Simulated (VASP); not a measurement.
## Sb: electric field gradients with PBE

The system is Sb.

```
CELL_PARAMETERS angstrom
-1.47428 1.47428 2.42937
1.47428 -1.47428 2.42937
1.47428 1.47428 -2.42937
ATOMIC_POSITIONS crystal
Sb 0.00000 0.00000 0.00000
```

This cell differs from its parent crystal: volume scaled by 0.94.

```yaml
Program: VASP 6.6.1
Task: electric field gradients
Functional: PBE
Potentials_or_basis: VASP PAW PBE potentials, release 64 (Sb)
Cutoff: 520 eV
k_mesh: 19 × 19 × 19
Occupations: fermi-dirac, width 0.05 eV
Spin: no spin polarisation
Dipole_correction: no
Further_INCAR_settings: ALGO = Normal; EDIFF = 1e-08; NBANDS = 8
```

| Quantity | Value |
| --- | --- |
| Pressure | 28.9 GPa |

Stress tensor (GPa, compression positive):
```
30.17  0.00  0.00
 0.00 30.17  0.00
 0.00  0.00 26.48
```

Levels at points of the mesh, in eV from the Fermi level:
| k point | band 1 | band 2 | band 3 | band 4 | band 5 |
| --- | --- | --- | --- | --- | --- |
| (0.00, 0.00, 0.00) | -15.17 | 7.06 | 7.25 | 7.25 | 10.30 |

Electric field gradients, principal values (V/Å²):
```
atom    least   middle  greatest (by size)
1 Sb  -18.552  -18.552              37.104
```

Wall time 83 s on 1 thread of Intel(R) Xeon(R) Platinum 8259CL CPU @ 2.50GHz (Skylake/Cascade Lake), with other jobs on the host, peak memory 0.21 GiB.

Caveat: without QUAD_EFG the Cq values of the log hold for a quadrupole moment of 1 mb, not for the nuclei; spin-orbit coupling is left out, which moves the levels of the heavy elements.
